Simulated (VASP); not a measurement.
Runs of VASP 6.6.1 on Si2W (fluorite type). The structure is that of space group Fm-3m (No. 225), or close to it. The cells are those of the table. 

| task | cell | cutoff (eV) | gap on the mesh (eV) | pressure (GPa) |
| --- | --- | --- | --- | --- |
| relaxation of cell and atoms | relaxed to 80 GPa from a = 3.593 Å, angles 60.0°, 3 atoms | 600 | none | 80.0 |
| relaxation of cell and atoms | relaxed to 80 GPa from a = 3.756 Å, angles 60.0°, 3 atoms | 600 | none | 80.0 |
| single point | a = 3.756 Å, angles 60.0°, 3 atoms | 520 | none | 80.4 |
| single point | a = 3.754 Å, angles 60.0°, 3 atoms | 520 | none | (a) |

Alike in all rows: level PBE; potentials or basis VASP PAW PBE potentials, release 64 (W_sv, Si); no spin polarisation; k mesh 10 × 10 × 10; smearing fermi-dirac 0.05 eV.

**Question.** Estimate the missing entries.

**Answer.** (a) 81.0.

Caveats: spin-orbit coupling is left out, which moves the levels of the heavy elements; the cell is relaxed towards a set pressure, so the enthalpy falls and the energy may rise (some runs).

A k mesh can miss the band edges, and the runs leave out spin-orbit coupling on W.

A gap of «none» marks levels without a gap at the run's occupations.
